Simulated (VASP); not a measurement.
Here is a VASP 6.6.1 calculation.

The input INCAR:

```
SYSTEM = InH3
  ALGO = Normal
  EDIFF = 1E-6
  EDIFFG = -0.04
  ENCUT = 600
  GGA = PE
  IBRION = 2
  ISIF = 3
  ISMEAR = 0
  LASPH = .True.
  LCHARG = .False.
  LREAL = .False.
  LWAVE = .False.
  NELM = 60
  NSW = 90
  PREC = Accurate
  SIGMA = 0.1
```

File KPOINTS:

```
k-points
0
Gamma
  6 6 4
  0 0 0
```

POSCAR

```
InH3
1.0
    3.0501716000      0.0000000000      0.0000000000
   -1.5250858000      2.6415260900      0.0000000000
    0.0000000000      0.0000000000      5.3397050500
In H
1 3
Direct
    0.0000000000      0.0000000000      0.5000000000
    0.5000000000      0.0000000000      0.0000000000
    0.0000000000      0.5000000000      0.0000000000
    0.5000000000      0.5000000000      0.0000000000
```

Potentials or basis: VASP PAW PBE potentials, release 64 (In_d, H).

The run is started by

```bash
$ cat potpaw_PBE.64/In_d/POTCAR potpaw_PBE.64/H/POTCAR > POTCAR
$ mpirun -np 1 vasp_std > vasp.out
```

Problem. Predict the band gap on the k mesh.

Solution. Zero (band 8 reaches 6.71 eV, above the bottom of band 9 at 2.97 eV).

Problem. What does it give for the relaxed volume?

Solution. 9.73 Å³/atom.

Problem. What does it give for the relaxed cell?

Solution. a = 2.916 Å, b = 2.916 Å, c = 5.286 Å, α = 90.00°, β = 90.00°, γ = 120.00°.

Problem. Predict the space group after relaxing (to 0.05 Å).

Solution. P6/mmm (No. 191).

Step by step:
```
step  energy change (eV)  largest force (eV/Å)  pressure (GPa)  volume (Å³)
   1              0.0000                0.0000           -4.30        43.02
   2             -0.0534                0.0000           -3.05        41.25
   3             -0.0889                0.0000           -0.04        38.92
```

Caveat: the k points lie up to 0.41 Å⁻¹ apart in the final cell; spin-orbit coupling is left out, which moves the levels of the heavy elements.
